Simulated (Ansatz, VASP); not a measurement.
# Al in VASP and in Ansatz

The input POSCAR:

```
Al
1.0
    0.0000000000      2.0112152952      2.0112152952
    2.0112152952      0.0000000000      2.0112152952
    2.0112152952      2.0112152952      0.0000000000
Al
1
Direct
    0.0000000000      0.0000000000      0.0000000000
```

Contents of INCAR.step1:

```
SYSTEM = Al
ALGO     = Normal         ! electronic algorithm
EDIFF    = 1E-5           ! SCF threshold, eV
ENCUT    = 520            ! plane-wave cutoff, eV
GGA      = PE             ! functional
ISIF     = 2              ! what is computed and relaxed
ISMEAR   = -1             ! smearing method
LASPH    = .TRUE.         ! aspherical terms in the spheres
LREAL    = .FALSE.        ! projectors in reciprocal space
LWAVE    = .TRUE.         ! write WAVECAR
NBANDS   = 8              ! bands
NELM     = 60             ! most SCF steps
PREC     = Accurate       ! precision mode
SIGMA    = 0.05           ! smearing width, eV
```

Contents of INCAR.step2:

```
SYSTEM = Al
AEXX     = 0.25           ! exact-exchange fraction
ALGO     = Normal         ! electronic algorithm
EDIFF    = 1E-6           ! SCF threshold, eV
ENCUT    = 520            ! plane-wave cutoff, eV
GGA      = PE             ! functional
ISIF     = 2              ! what is computed and relaxed
ISMEAR   = -1             ! smearing method
ISTART   = 1            
LASPH    = .TRUE.         ! aspherical terms in the spheres
LCHARG   = .TRUE.         ! write CHGCAR
LELF     = .TRUE.         ! ELF
LHFCALC  = .TRUE.         ! exact exchange
LREAL    = .FALSE.        ! projectors in reciprocal space
LVHAR    = .TRUE.       
LWAVE    = .FALSE.        ! write WAVECAR
NBANDS   = 8              ! bands
NELM     = 60             ! most SCF steps
PREC     = Accurate       ! precision mode
PRECFOCK = Normal       
SIGMA    = 0.05           ! smearing width, eV
```

File KPOINTS:

```
k-points
0
G
  6 6 6
  0 0 0
```

input

```
crystal:
  lattice:
    - [0.0, 2.0112152952, 2.0112152952]
    - [2.0112152952, 0.0, 2.0112152952]
    - [2.0112152952, 2.0112152952, 0.0]
  atoms:
    - { symbol: Al, position: [0.0, 0.0, 0.0] }
hamiltonian:
  xc: pbe0
  pseudopotentials: { kind: paw }
kpoints:
  mp_grid: { grid: [6, 6, 6] }
scf:
  occupations: { method: fermi_dirac, width: 0.05 }
output:
  forces: true
  stress: true
  eigenvalues: true
```

Alike in both runs: task single point; functional PBE0; k mesh 6 × 6 × 6; occupations fermi-dirac, width 0.05 eV; no spin polarisation.

|  | VASP | Ansatz |
| --- | --- | --- |
| version | VASP 6.6.1 | Ansatz 0.2.0 |
| potentials or method | VASP PAW PBE potentials, release 64 (Al) | Ansatz PAW |
| plane-wave cutoff (eV) | 520 | 420 |
| valence electrons in the cell | 3 | 3 |

```tsv
	VASP	Ansatz	Ansatz less VASP
gap on the k mesh at the Fermi level (eV)	none	none	-
pressure (GPa)	0.5	0.5	+0.02
```

A gap of «none» marks a metal or a gap that the smearing closes.

The k mesh is coarse, so the values compare programs but aren't converged.
